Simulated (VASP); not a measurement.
# Pt12C in VASP: single point with PBE

Aim: the single point of Pt12C with PBE.

Everything below comes from runs of VASP 6.6.1. Logs are shortened: lines on timing, memory, paths and dates and some standing lists are left out, and cuts for length are marked.

## (1) The cell of the first run

The cell holds a slab with vacuum, 13 atoms: a = 5.614 Å, b = 5.614 Å, c = 19.351 Å, α = 90.00°, β = 90.00°, γ = 90.00°.

## (2) Single point, PBE

INCAR reads:

```
  PREC = Accurate
  ENCUT = 520
  EDIFF = 1E-6
  ISMEAR = 0
  SIGMA = 0.1
  LREAL = F
  LASPH = T
  NELM = 120
  ALGO = Normal
  ISIF = 2
  LWAVE = F
  LCHARG = T
  LDIPOL = T
  IDIPOL = 3
  DIPOL = 0.5 0.5 0.319
  GGA = PE
  LELF = T
  LVHAR = T
  LVACPOTAV = T
  NBANDS = 74
  GGA_COMPAT = F
  NELMDL = -8
```

KPOINTS reads:

```
regular mesh
0
Gamma
  5 5 1
```

POSCAR reads:

```
Pt12C
1.0
    5.6143281343      0.0000000000      0.0000000000
    0.0000000000      5.6143281343      0.0000000000
    0.0000000000      0.0000000000     19.3513792319
Pt C
12 1
Direct
    0.2500000000      0.2500000000      0.2067036128
    0.2500000000      0.7500000000      0.2067036128
    0.7500000000      0.2500000000      0.2067036128
    0.7500000000      0.7500000000      0.2067036128
    0.0000000000      0.0000000000      0.3062504947
    0.0000000000      0.5000000000      0.3062504947
    0.5000000000      0.0000000000      0.3062504947
    0.5000000000      0.5000000000      0.3062504947
    0.2500000000      0.2500000000      0.4057271132
    0.2500000000      0.7500000000      0.4057271132
    0.7500000000      0.2500000000      0.4057271132
    0.7500000000      0.7500000000      0.4057271132
    0.2500000000      0.5000000000      0.4679256203
```

Potentials or basis: VASP PAW PBE potentials, release 64 (Pt, C).

Launch:

```
$ cat potpaw_PBE.64/Pt/POTCAR potpaw_PBE.64/C/POTCAR > POTCAR
$ mpirun -np 1 vasp_std > vasp.out
```

OUTCAR:

```text
PREC = Accurate
   ENCUT = 520
   EDIFF = 1E-6
   ISMEAR = 0
   LREAL = F
   LASPH = T
   NELM = 120
   ISIF = 2
   GGA = PE
   NELMDL = -8

 ion  position               nearest neighbor table
   1  0.250  0.250  0.207-   5 2.77   6 2.77   7 2.77   8 2.77   2 2.81   3 2.81   2 2.81   3 2.81

   2  0.250  0.750  0.207-   5 2.77   6 2.77   7 2.77   8 2.77   1 2.81   4 2.81   1 2.81   4 2.81

   3  0.750  0.250  0.207-   5 2.77   6 2.77   7 2.77   8 2.77   1 2.81   4 2.81   4 2.81   1 2.81
[... 4 lines left out ...]
                             6 2.81   7 2.81   6 2.81   7 2.81
   6  0.000  0.500  0.306-   9 2.77  10 2.77  11 2.77  12 2.77   1 2.77   2 2.77   3 2.77   4 2.77
                             5 2.81   8 2.81   5 2.81   8 2.81
   7  0.500  0.000  0.306-   9 2.77  10 2.77  11 2.77  12 2.77   1 2.77   2 2.77   3 2.77   4 2.77
                             5 2.81   8 2.81   8 2.81   5 2.81
   8  0.500  0.500  0.306-   9 2.77  10 2.77  11 2.77  12 2.77   1 2.77   2 2.77   3 2.77   4 2.77
                             6 2.81   7 2.81   7 2.81   6 2.81
   9  0.250  0.250  0.406-  13 1.85   6 2.77   7 2.77   8 2.77   5 2.77  11 2.81  10 2.81  10 2.81
                            11 2.81
  10  0.250  0.750  0.406-  13 1.85   6 2.77   7 2.77   8 2.77   5 2.77  12 2.81   9 2.81   9 2.81
                            12 2.81
  11  0.750  0.250  0.406-   5 2.77   6 2.77   7 2.77   8 2.77   9 2.81  12 2.81  12 2.81   9 2.81

  12  0.750  0.750  0.406-   5 2.77   6 2.77   7 2.77   8 2.77  10 2.81  11 2.81  11 2.81  10 2.81

  13  0.250  0.500  0.468-   9 1.85  10 1.85

  LATTYP: Found a simple tetragonal cell.
 ALAT       =     5.6143281343
 C/A-ratio  =     3.4467845072

  Lattice vectors:

 A1 = (   5.6143281343,   0.0000000000,   0.0000000000)
 A2 = (   0.0000000000,   5.6143281343,   0.0000000000)
 A3 = (   0.0000000000,   0.0000000000,  19.3513792319)

Analysis of symmetry for initial positions (statically):
=====================================================================
 Subroutine PRICEL returns:
 Original cell was already a primitive cell.

 Routine SETGRP: Setting up the symmetry group for a
 simple tetragonal supercell.

 Subroutine GETGRP returns: Found  4 space group operations
 (whereof  2 operations were pure point group operations)
 out of a pool of 16 trial point group operations.

The static configuration has the point symmetry C_1h.
 The point group associated with its full space group is C_2v.

Analysis of symmetry for dynamics (positions and initial velocities):
=====================================================================
 Subroutine PRICEL returns:
[... 136 lines left out ...]
     AMIX_MAG =   1.60;   BMIX_MAG =  1.00
  volume/ion in A,a.u.               =      46.92       316.64
  Fermi-wavevector in a.u.,A,eV,Ry     =   0.962601  1.819052 12.607163  0.926600
  Thomas-Fermi vector in A             =   2.092074
   LORBIT       =      0    0 simple, 1 ext, 2 COOP (PROOUT), +10 PAW based schemes
   GGA     = PE    functional components
   LHFCALC =     F    Hartree Fock is set to
   AEXX    =    0.0000 exact exchange contribution
   IVDW    =     0    specifies the selected vdW correction
   LEPSILON=     F    determine dielectric tensor
   LRPA    =     F    only Hartree local field effects (RPA)
 non-spin polarized calculation
 Gauss-broadening in eV      SIGMA  =   0.10
  energy-cutoff  :      520.00
  volume of cell :      609.97
 maximum number of plane-waves:     16469
 NGX is ok and might be reduce to    42
   NGX = 21   NGY = 21   NGZ = 71

 dipolmoment           0.000000      0.000000     -0.166396 electrons x Angstroem

 number of electron     124.0000010 magnetization

 dipolmoment           0.000000      0.000000      0.014901 electrons x Angstroem

 Free energy of the ion-electron system (eV)
  ---------------------------------------------------
  ext. energy  EPLUGINS =         0.00000000
  ---------------------------------------------------
  free energy    TOTEN  =       -73.57305282 eV

  energy without entropy =      -73.45113588  energy(sigma->0) =      -73.51209435

 E-fermi :  -0.5665     XC(G=0):  -5.1553

 val. band max:       -0.5674616854   @ k =   0.2000   0.2000   0.0000
 cond. band min:      -0.5591930882   @ k =   0.2000   0.0000   0.0000
 fundamental gap:      0.0082685972
 Fermi energy:        -0.5664916823

 k-point     1 :       0.0000    0.0000    0.0000
  band No.  band energies     occupation
      1     -12.4246      2.00000
      2      -9.2905      2.00000
      3      -7.1720      2.00000
      4      -7.1548      2.00000
      5      -7.0185      2.00000
      6      -6.9049      2.00000
[... 682 lines left out ...]
     73       2.8695      0.00000
     74       3.5352      0.00000

------------------------ aborting loop because EDIFF is reached ----------------------------------------

  FORCE on cell =-STRESS in cart. coord.  units (eV):
  Direction    XX          YY          ZZ          XY          YZ          ZX
  --------------------------------------------------------------------------------------
  -------------------------------------------------------------------------------------
  Total       -8.3859793     -6.5937904      4.9109154      0.0000000      0.0000000      0.0000000
  in kB      -22.0270766    -17.3196142     12.8992817      0.0000000      0.0000000      0.0000000
  external PRESSURE =      -8.8158030 kB  Pullay stress =       0.0000000 kB

 VOLUME and BASIS-vectors are now :
 -----------------------------------------------------------------------------
  energy-cutoff  :      520.00
  volume of cell :      609.97
      direct lattice vectors                 reciprocal lattice vectors
     5.614328134  0.000000000  0.000000000     0.178115703  0.000000000  0.000000000
     0.000000000  5.614328134  0.000000000     0.000000000  0.178115703  0.000000000
     0.000000000  0.000000000 19.351379232     0.000000000  0.000000000  0.051675903

 POSITION                                       TOTAL-FORCE (eV/Angst)
 -----------------------------------------------------------------------------------
      1.40358      1.40358      4.00000         0.000000     -0.022658      0.070520
      1.40358      4.21075      4.00000         0.000000      0.022658      0.070520
      4.21075      1.40358      4.00000         0.000000      0.046799     -0.263178
      4.21075      4.21075      4.00000         0.000000     -0.046799     -0.263178
      0.00000      0.00000      5.92637         0.027103      0.000000     -0.205310
      0.00000      2.80716      5.92637        -0.356629      0.000000     -0.665324
      2.80716      0.00000      5.92637        -0.027103      0.000000     -0.205310
      2.80716      2.80716      5.92637         0.356629      0.000000     -0.665324
      1.40358      1.40358      7.85138         0.000000     -1.422738      1.059348
      1.40358      4.21075      7.85138         0.000000      1.422738      1.059348
      4.21075      1.40358      7.85138         0.000000      0.008855     -0.098524
      4.21075      4.21075      7.85138         0.000000     -0.008855     -0.098524
      1.40358      2.80716      9.05501         0.000000      0.000000      0.204937
 -----------------------------------------------------------------------------------
    total drift:                                0.000000      0.000000     -0.000018

  FREE ENERGIE OF THE ION-ELECTRON SYSTEM (eV)
  ---------------------------------------------------
  free  energy   TOTEN  =       -73.5730528212 eV

  energy  without entropy=      -73.4511358788  energy(sigma->0) =      -73.51209435

 vacuum level on the upper side and lower side of the slab         5.214         5.128
```

OSZICAR:

```text
N       E                     dE             d eps       ncg     rms          rms(c)
DAV:   1     0.854559426736E+03    0.85456E+03   -0.52796E+04  1332   0.140E+03
DAV:   2    -0.772785545323E+01   -0.86229E+03   -0.80385E+03  1654   0.275E+02
DAV:   3    -0.764835465689E+02   -0.68756E+02   -0.63172E+02  1632   0.727E+01
[... 25 lines left out ...]
DAV:  29    -0.735730448807E+02   -0.28627E-05   -0.16754E-07   864   0.103E-03    0.897E-04
DAV:  30    -0.735730482180E+02   -0.33373E-05   -0.13721E-07   812   0.918E-04    0.620E-04
DAV:  31    -0.735730507042E+02   -0.24862E-05   -0.74081E-08   782   0.947E-04    0.490E-04
DAV:  32    -0.735730522277E+02   -0.15235E-05   -0.50377E-08   796   0.497E-04    0.309E-04
DAV:  33    -0.735730528212E+02   -0.59352E-06   -0.20832E-08   738   0.295E-04
   1 F= -.73573053E+02 E0= -.73512094E+02  d E =-.121917E+00
```

It took 15 min on 1 thread of Intel Xeon Platinum 8488C (Sapphire Rapids), shared host; peak memory 0.73 GiB.

Results:

```
Free energy            : -73.5731 eV
Largest force          : 1.774 eV/Å
Band gap on the k mesh : zero (bands 62 and 63 overlap by 0.36 eV)
```

Forces in eV/Å, atoms in the order of the input:
```
Pt   0.000 -0.023  0.071
Pt   0.000  0.023  0.071
Pt   0.000  0.047 -0.263
Pt   0.000 -0.047 -0.263
Pt   0.027  0.000 -0.205
Pt  -0.357  0.000 -0.665
Pt  -0.027  0.000 -0.205
Pt   0.357  0.000 -0.665
Pt   0.000 -1.423  1.059
Pt   0.000  1.423  1.059
Pt   0.000  0.009 -0.099
Pt   0.000 -0.009 -0.099
C    0.000  0.000  0.205
```

Caveat: spin-orbit coupling is left out, which moves the levels of the heavy elements.
